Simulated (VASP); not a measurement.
A run of VASP 6.6.1:

File INCAR:

```
SYSTEM = WSe2
ALGO = Normal
DIPOL = 0.5 0.5 0.500
EDIFF = 1E-6
EDIFFG = -0.002
ENCUT = 520
GGA = PS
IBRION = 2
IDIPOL = 3
ISIF = 2
ISMEAR = 0
LASPH = .True.
LCHARG = .False.
LDIPOL = .True.
LREAL = .False.
LWAVE = .False.
NELM = 80
NSW = 100
PREC = Accurate
SIGMA = 0.02
```

Contents of KPOINTS:

```
k-points
0
Gamma
  12 12 1
  0 0 0
```

File POSCAR:

```
WSe2
1.0
    3.2820000000      0.0000000000      0.0000000000
   -1.6410000000      2.8422953752      0.0000000000
    0.0000000000      0.0000000000     21.3410000000
Se W
2 1
Direct
    0.6666666667      0.3333333333      0.4217234431
    0.6666666667      0.3333333333      0.5782765569
    0.3333333333      0.6666666667      0.5000000000
```

Potentials or basis: VASP PAW PBE potentials, release 64 (Se, W_sv).

Launch:

```bash
$ cat potpaw_PBE.64/Se/POTCAR potpaw_PBE.64/W_sv/POTCAR > POTCAR
$ mpirun -np 1 vasp_std > vasp.out
```

Hardware: 1 thread of Intel Xeon 8259CL, on a shared host.

Q: How long does it take, and how much memory?

A: Run time: 2.6 min on 1 thread of Intel Xeon 8259CL, with other jobs on the host, peak memory 0.34 GiB. Counts: scf iterations 25, k points 19, ion steps 3.
